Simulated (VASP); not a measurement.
Input of a VASP 6.6.1 run:

INCAR

```
SYSTEM = BaO
PREC     = Accurate       ! precision mode
ENCUT    = 600            ! plane-wave cutoff, eV
EDIFF    = 1E-6           ! SCF threshold, eV
ISMEAR   = -1             ! smearing method
SIGMA    = 0.02           ! smearing width, eV
LREAL    = .False.        ! projectors in reciprocal space
LASPH    = .True.         ! aspherical terms in the spheres
NELM     = 120            ! most SCF steps
ALGO     = Normal         ! electronic algorithm
ISIF     = 2              ! what is computed and relaxed
LWAVE    = .False.        ! write WAVECAR
LCHARG   = .False.        ! write CHGCAR
GGA      = PE             ! functional
NBANDS   = 15             ! bands
GGA_COMPAT= .False.
```

KPOINTS

```
regular mesh
0
Gamma
  8 8 8
  0 0 0
```

POSCAR

```
BaO
1.0
    0.0000000000      2.7682124513      2.7682124513
    2.7682124513      0.0000000000      2.7682124513
    2.7682124513      2.7682124513      0.0000000000
Ba O
1 1
Direct
    0.0000000000      0.0000000000      0.0000000000
    0.5000000000      0.5000000000      0.5000000000
```

Potentials or basis: VASP PAW PBE potentials, release 64 (Ba_sv, O).

The run is started by

```console
$ cat potpaw_PBE.64/Ba_sv/POTCAR potpaw_PBE.64/O/POTCAR > POTCAR
$ mpirun -np 1 vasp_std > vasp.out
```

(1) What does it give for the band gap on the k mesh?

(2) Predict the pressure.

## Answers

(1) 1.97 eV.

(2) 3.1 GPa.

Caveat: the cell stands under pressure; spin-orbit coupling is left out, which moves the levels of the heavy elements.
